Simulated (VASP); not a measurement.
Here is a VASP 6.6.1 calculation.

The input INCAR:

```
  PREC = Accurate
  ENCUT = 520
  EDIFF = 1E-6
  ISMEAR = 0
  SIGMA = 0.1
  LREAL = F
  LASPH = T
  NELM = 100
  ALGO = Fast
  ISIF = 2
  LWAVE = F
  LCHARG = F
  GGA = PS
  NBANDS = 27
```

The input KPOINTS:

```
Automatic mesh
0
Gamma
  16 16 16
```

POSCAR

```
FeNi3
1.0
   -1.7902313902      1.7902313902      3.5861709205
    1.7902313902     -1.7902313902      3.5861709205
    1.7902313902      1.7902313902     -3.5861709205
Fe Ni
1 3
Direct
    0.0000000000      0.0000000000      0.0000000000
    0.5000000000      0.5000000000      0.0000000000
    0.7500000000      0.2500000000      0.5000000000
    0.2500000000      0.7500000000      0.5000000000
```

Potentials or basis: VASP PAW PBE potentials, release 64 (Fe, Ni).

Command:

```bash
$ cat potpaw_PBE.64/Fe/POTCAR potpaw_PBE.64/Ni/POTCAR > POTCAR
$ mpirun -np 1 vasp_std > vasp.out
```

(1) Predict the band gap on the k mesh.

(2) Estimate the pressure.

Answers

(1) zero (bands 19 and 20 overlap by 0.60 eV).

(2) -22.7 GPa.

Caveat: the cell stands under tension; the PAW data sets were made with another functional, which shifts forces and pressure a little; the run has no spin polarisation, though such a crystal can be magnetic.
